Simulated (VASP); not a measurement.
Input of a VASP 6.6.1 run:

INCAR

```
SYSTEM = AlN
PREC = Accurate
ENCUT = 520
EDIFF = 1E-7
ISMEAR = 0
SIGMA = 0.02
LREAL = .FALSE.
LASPH = .TRUE.
NELM = 100
ALGO = Normal
ISIF = 2
LWAVE = .FALSE.
LCHARG = .FALSE.
GGA = PE
NBANDS = 16
```

KPOINTS

```
regular mesh
0
G
  8 8 6
  0 0 0
```

Contents of POSCAR:

```
AlN
1.0
    2.1685632988      2.1685632988      0.0000000000
   -2.1685632988      2.1685632988      0.0000000000
    0.0000000000      0.0000000000      4.3371265976
Al N
2 2
Direct
    0.0000000000      0.0000000000      0.0000000000
    0.5000000000      0.5000000000      0.5000000000
    0.5000000000      0.0000000000      0.2500000000
    0.0000000000      0.5000000000      0.7500000000
```

Potentials or basis: VASP PAW PBE potentials, release 64 (Al, N).

The run is started by

```bash
$ cat potpaw_PBE.64/Al/POTCAR potpaw_PBE.64/N/POTCAR > POTCAR
$ mpirun -np 1 vasp_std > vasp.out
```

Q: What does it give for the band gap on the k mesh?

A: 3.33 eV.

Q: Predict the pressure.

A: 9.3 GPa.

A k mesh can miss the band edges.
